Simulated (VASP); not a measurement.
Crystal: ZrB.

```
CELL_PARAMETERS angstrom
1.96143 -1.98572 0.00000
1.96143 1.98572 0.00000
0.00000 0.00000 4.01395
ATOMIC_POSITIONS crystal
Zr 0.00000 0.00000 0.50000
B 0.50000 0.50000 0.50000
```

```yaml
Program: VASP 6.6.1
Task: relaxation of cell and atoms
Functional: RPBE
Potentials_or_basis: VASP PAW PBE potentials, release 64 (Zr_sv, B)
Cutoff: 600 eV
k_mesh: 10 × 10 × 7
Occupations: fermi-dirac, width 0.05 eV
Spin: no spin polarisation
```

At the start: pressure 79.0 GPa; volume 15.63 Å³/atom.

Q: How do energy, volume and symmetry change on relaxing?

A: Over 28 steps the energy falls by 2040.7 meV/atom and the volume is 17.60 Å³/atom (+12.6 %); space group P4/mmm (No. 123, to 0.05 Å).

Step by step:
```
step  energy change (eV)  largest force (eV/Å)  pressure (GPa)  volume (Å³)
   1              0.0000                0.0000           79.02        31.27
   2             -0.1837                0.0000          -16.68        76.12
   3             -3.6367                0.0000           -5.63        47.54
   4             -3.6774                0.0000           -2.94        46.15
   5             -3.6856                0.0000           -0.86        45.21
   6             -3.6848                0.0000           -1.56        45.51
   7             -3.7004                0.0000           -1.47        44.77
   8             -3.7613                0.0000           -0.99        42.51
   9             -3.9455                0.0000            0.49        37.96
  10             -3.3133                0.0000           20.20        28.67
  11             -4.0008                0.0000            1.47        36.46
  12             -4.0137                0.0000            4.52        33.82
  13             -4.0259                0.0000            2.74        35.13
  14             -4.0322                0.0000            2.66        34.98
  15             -4.0429                0.0000            2.52        34.52
  16             -4.0433                0.0000            2.52        34.37
  17             -4.0502                0.0000            2.15        34.48
  18             -4.0663                0.0000            1.10        34.82
  19             -4.0800                0.0000           -0.77        35.48
  20             -4.0801                0.0000           -0.86        35.53
  21             -4.0807                0.0000           -0.60        35.44
  22             -4.0812                0.0000           -0.01        35.26
  23             -4.0812                0.0000           -0.03        35.27
  24             -4.0812                0.0000           -0.04        35.27
  25             -4.0813                0.0000           -0.07        35.26
  26             -4.0813                0.0000           -0.07        35.23
  27             -4.0813                0.0000           -0.08        35.23
  28             -4.0813                0.0000           -0.02        35.20
```

Final structure:
```cif
data_structure
_symmetry_space_group_name_H-M 'P 1'
_symmetry_Int_Tables_number 1
_cell_length_a 3.4246
_cell_length_b 3.4246
_cell_length_c 3.0016
_cell_angle_alpha 90.000
_cell_angle_beta 90.000
_cell_angle_gamma 90.023
_cell_volume 35.20
loop_
_atom_site_label
_atom_site_type_symbol
_atom_site_fract_x
_atom_site_fract_y
_atom_site_fract_z
_atom_site_occupancy
Zr1 Zr 0.00000 0.00000 0.50000 1
B1 B 0.50000 0.50000 0.50000 1
```

Caveat: the PAW data sets were made with another functional, which shifts forces and pressure a little.
